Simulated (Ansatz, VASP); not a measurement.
## H in VASP and in Ansatz

```
H
1.0
     2.62348   -2.56690    0.00000
     2.62348    2.56690    0.00000
     0.00000    0.00000    4.14182
H
4
Direct
  0.92471 0.01812 0.06851
  0.45330 0.54670 0.43149
  0.54670 0.45330 0.56851
  0.04670 0.95330 0.93149
```

Alike in both runs: task single point; functional LDA; k mesh 6 × 6 × 6; occupations gaussian, width 0.05 eV; no spin polarisation.

```csv
,VASP,Ansatz
version,VASP 6.6.1,Ansatz 0.2.0
potentials or method,"VASP PAW LDA potentials, release 64 (H), cutoff 520 eV","scalar-relativistic, plane waves, PAW"
valence electrons in the cell,4,4
```

```tsv
	VASP	Ansatz	Ansatz less VASP
gap on the k mesh at the Fermi level (eV)	8.44	8.44	+0.005
least direct gap on the mesh (eV)	9.06	9.06	+0.005
pressure (GPa)	0.2	0.3	+0.15
traceless stress, the component that is largest in VASP (GPa)	-0.86	-0.86	+0.005
rms of the force components (eV/Å)	0.410	0.404	-0.0056
```

LDA's correlation is that of Perdew and Zunger in VASP and of Perdew and Wang (1992) in Ansatz. Atom by atom the forces differ by 0.007 eV/Å (rms over components).
